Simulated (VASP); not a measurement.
# MgB2 (P6/mmm) in VASP: single point with LDA

Aim: the single point of MgB2 with LDA.

All numbers are computed with VASP 6.6.1; they aren't measurements. Logs are shortened: lines on timing, memory, paths and dates and some standing lists are left out, and cuts for length are marked.

### Step 1. The cell of the first run

Symmetry: P6/mmm, No. 191, hexagonal system. The conventional cell has a = 3.085 Å, b = 3.085 Å, c = 3.523 Å, α = 90.00°, β = 90.00°, γ = 120.00°. Within 3.3 Å of Mg (site symmetry 6/mmm) lie 12 B at 2.51 Å and 6 Mg at 3.08 Å. Within 2.4 Å of B (site symmetry -6m2) lie 3 B at 1.78 Å.

### Step 2. Single point, LDA

File INCAR:

```
SYSTEM = MgB2
PREC = Accurate
ENCUT = 600
EDIFF = 1E-6
ISMEAR = 1
SIGMA = 0.3
LREAL = .FALSE.
LASPH = .TRUE.
NELM = 120
ALGO = Normal
ISIF = 2
LWAVE = .FALSE.
LCHARG = .FALSE.
NBANDS = 11
GGA_COMPAT = .FALSE.
```

File KPOINTS:

```
Automatic mesh
0
G
  5 5 4
  0 0 0
```

File POSCAR:

```
MgB2
1.0
    3.0850000000      0.0000000000      0.0000000000
   -1.5425000000      2.6716880000      0.0000000000
    0.0000000000      0.0000000000      3.5230000000
Mg B
1 2
Direct
    0.0000000000      0.0000000000      0.0000000000
    0.3333333333      0.6666666667      0.5000000000
    0.6666666667      0.3333333333      0.5000000000
```

Potentials or basis: VASP PAW LDA potentials, release 64 (Mg, B).

On the command line:

```bash
$ cat potpaw_LDA.64/Mg/POTCAR potpaw_LDA.64/B/POTCAR > POTCAR
$ mpirun -np 1 vasp_std > vasp.out
```

OUTCAR:

```text
SYSTEM = MgB2
   PREC = Accurate
   ENCUT = 600
   EDIFF = 1E-6
   ISMEAR = 1
   LREAL = .FALSE.
   LASPH = .TRUE.
   NELM = 120
   ISIF = 2

 ion  position               nearest neighbor table
   1  0.000  0.000  0.000-   2 2.51   2 2.51   3 2.51   3 2.51   2 2.51   3 2.51   2 2.51   3 2.51
                             3 2.51   3 2.51   2 2.51   2 2.51
   2  0.333  0.667  0.500-   3 1.78   3 1.78   3 1.78   1 2.51   1 2.51   1 2.51   1 2.51   1 2.51
                             1 2.51
   3  0.667  0.333  0.500-   2 1.78   2 1.78   2 1.78   1 2.51   1 2.51   1 2.51   1 2.51   1 2.51
                             1 2.51

  LATTYP: Found a hexagonal cell.
 ALAT       =     3.0850000000
 C/A-ratio  =     1.1419773096

  Lattice vectors:

 A1 = (   3.0850000000,   0.0000000000,   0.0000000000)
 A2 = (  -1.5425000000,   2.6716880000,   0.0000000000)
 A3 = (   0.0000000000,   0.0000000000,   3.5230000000)

Analysis of symmetry for initial positions (statically):
=====================================================================
 Subroutine PRICEL returns:
 Original cell was already a primitive cell.

 Routine SETGRP: Setting up the symmetry group for a
 hexagonal supercell.

 Subroutine GETGRP returns: Found 24 space group operations
 (whereof 24 operations were pure point group operations)
 out of a pool of 24 trial point group operations.

The static configuration has the point symmetry D_6h.

Analysis of symmetry for dynamics (positions and initial velocities):
=====================================================================
 Subroutine PRICEL returns:
 Original cell was already a primitive cell.

 Routine SETGRP: Setting up the symmetry group for a
 hexagonal supercell.

 Subroutine GETGRP returns: Found 24 space group operations
 (whereof 24 operations were pure point group operations)
 out of a pool of 24 trial point group operations.

The dynamic configuration has the point symmetry D_6h.

 Subroutine INISYM returns: Found 24 space group operations
 (whereof 24 operations are pure point group operations),
 and found     1 'primitive' translations

----------------------------------------------------------------------------------------

                                     Primitive cell

  volume of cell :      29.0371

  direct lattice vectors                    reciprocal lattice vectors
     3.085000000  0.000000000  0.000000000     0.324149109  0.187147601  0.000000000
    -1.542500000  2.671688000  0.000000000     0.000000000  0.374295202  0.000000000
     0.000000000  0.000000000  3.523000000     0.000000000  0.000000000  0.283848992
[... 88 lines left out ...]
   NUPDOWN=      -1.0000    fix difference up-down
   EMIN   =  10.00;   EMAX   =-10.00  energy-range for DOS
   EFERMI =   0.00;   METHOD = LEGACY
   ISMEAR =     1;   SIGMA  =   0.30  broadening in eV -4-tet -1-fermi 0-gaus
   EFERMI_NEDOS =   21; number of points for ismear=-14 and -15
   IALGO  =     38    algorithm
   IMIX   =      4    mixing-type and parameters
     AMIX     =   0.40;   BMIX     =  1.00
     AMIX_MAG =   1.60;   BMIX_MAG =  1.00
  volume/ion in A,a.u.               =       9.68        65.32
  Fermi-wavevector in a.u.,A,eV,Ry     =   1.065255  2.013040 15.439463  1.134769
  Thomas-Fermi vector in A             =   2.200801
   LORBIT       =      0    0 simple, 1 ext, 2 COOP (PROOUT), +10 PAW based schemes
   GGA     = CA    functional components
   LHFCALC =     F    Hartree Fock is set to
   AEXX    =    0.0000 exact exchange contribution
   IVDW    =     0    specifies the selected vdW correction
   LEPSILON=     F    determine dielectric tensor
   LRPA    =     F    only Hartree local field effects (RPA)
 non-spin polarized calculation
 Methfessel and Paxton  Order N= 1 SIGMA  =   0.30
  energy-cutoff  :      600.00
  volume of cell :       29.04
 maximum number of plane-waves:       986
 NGX is ok and might be reduce to    28
   NGX = 13   NGY = 13   NGZ = 15

 number of electron       8.0000000 magnetization

 Free energy of the ion-electron system (eV)
  ---------------------------------------------------
  ext. energy  EPLUGINS =         0.00000000
  ---------------------------------------------------
  free energy    TOTEN  =       -17.25843260 eV

  energy without entropy =      -17.25787498  energy(sigma->0) =      -17.25824673

 E-fermi :   5.3675     XC(G=0): -11.0945

 val. band max:        5.1038105363   @ k =   0.4000   0.0000   0.5000
 cond. band min:       5.5008214957   @ k =   0.4000   0.2000   0.2500
 fundamental gap:      0.3970109594
 Fermi energy:         5.3674622237

 k-point     1 :       0.0000    0.0000    0.0000
  band No.  band energies     occupation
      1      -7.0792      2.00000
      2       2.2848      2.00000
      3       5.5580      0.12957
      4       5.5580      0.12957
      5       6.8627     -0.00000
      6      11.4714      0.00000
      7      11.4714      0.00000
      8      13.4282      0.00000
      9      15.0245      0.00000
     10      17.7311      0.00000
     11      21.2185      0.00000
[... 183 lines left out ...]
 k-point    15 :       0.4000    0.2000    0.5000
  band No.  band energies     occupation
      1      -1.7763      2.00000
      2      -1.2285      2.00000
      3       1.4210      2.00000
      4       2.2236      2.00000
      5       3.9051      2.00000
      6       9.6649     -0.00000
      7      13.7195      0.00000
      8      18.4138      0.00000
      9      18.4289      0.00000
     10      18.5340      0.00000
     11      18.8081      0.00000

------------------------ aborting loop because EDIFF is reached ----------------------------------------

  FORCE on cell =-STRESS in cart. coord.  units (eV):
  Direction    XX          YY          ZZ          XY          YZ          ZX
  --------------------------------------------------------------------------------------
  -------------------------------------------------------------------------------------
  Total       -1.6160399     -1.6160395     -1.3713933      0.0000000     -0.0000000      0.0000000
  in kB      -89.1680198    -89.1679950    -75.6691849      0.0000000     -0.0000000      0.0000000
  external PRESSURE =     -84.6683999 kB  Pullay stress =       0.0000000 kB

 VOLUME and BASIS-vectors are now :
 -----------------------------------------------------------------------------
  energy-cutoff  :      600.00
  volume of cell :       29.04
      direct lattice vectors                 reciprocal lattice vectors
     3.085000000  0.000000000  0.000000000     0.324149109  0.187147601  0.000000000
    -1.542500000  2.671688000  0.000000000     0.000000000  0.374295202  0.000000000
     0.000000000  0.000000000  3.523000000     0.000000000  0.000000000  0.283848992

 POSITION                                       TOTAL-FORCE (eV/Angst)
 -----------------------------------------------------------------------------------
      0.00000      0.00000      0.00000        -0.000000      0.000000      0.000000
     -0.00000      1.78113      1.76150        -0.000000     -0.000000     -0.000000
      1.54250      0.89056      1.76150         0.000000      0.000000      0.000000
 -----------------------------------------------------------------------------------
    total drift:                                0.000000      0.000000     -0.000000

  FREE ENERGIE OF THE ION-ELECTRON SYSTEM (eV)
  ---------------------------------------------------
  free  energy   TOTEN  =       -17.2584326002 eV

  energy  without entropy=      -17.2578749837  energy(sigma->0) =      -17.25824673
```

OSZICAR:

```text
N       E                     dE             d eps       ncg     rms          rms(c)
DAV:   1     0.751355744968E+01    0.75136E+01   -0.41334E+03   346   0.688E+02
DAV:   2    -0.182161180245E+02   -0.25730E+02   -0.23734E+02   409   0.116E+02
DAV:   3    -0.191096863302E+02   -0.89357E+00   -0.88849E+00   435   0.184E+01
DAV:   4    -0.191120838619E+02   -0.23975E-02   -0.23960E-02   400   0.998E-01
DAV:   5    -0.191120891514E+02   -0.52895E-05   -0.52894E-05   415   0.503E-02    0.518E+00
DAV:   6    -0.175192504236E+02    0.15928E+01   -0.20030E+00   366   0.652E+00    0.233E+00
DAV:   7    -0.172699227855E+02    0.24933E+00   -0.10774E+00   387   0.474E+00    0.686E-01
DAV:   8    -0.172702428545E+02   -0.32007E-03   -0.16213E-01   357   0.204E+00    0.412E-01
DAV:   9    -0.172584408842E+02    0.11802E-01   -0.32281E-02   357   0.803E-01    0.538E-02
DAV:  10    -0.172584512970E+02   -0.10413E-04   -0.12918E-03   398   0.205E-01    0.255E-02
DAV:  11    -0.172584402913E+02    0.11006E-04   -0.17239E-04   366   0.636E-02    0.965E-03
DAV:  12    -0.172584325801E+02    0.77112E-05   -0.29387E-05   363   0.249E-02    0.839E-04
DAV:  13    -0.172584326002E+02   -0.20045E-07   -0.30508E-07   246   0.397E-03
   1 F= -.17258433E+02 E0= -.17258247E+02  d E =-.557616E-03
```

Run time: 2.9 s. Hardware: 1 thread of Intel Xeon 6975P-C (Granite Rapids), shared host; peak memory 0.14 GiB.

What came out:

| Item | Value |
| --- | --- |
| Free energy | -17.2584 eV |
| Pressure | -8.5 GPa |
| Band gap on the k mesh | zero (band 4 reaches 6.00 eV, above the bottom of band 5 at 3.91 eV) |

Caveat: the k points lie up to 0.47 Å⁻¹ apart.
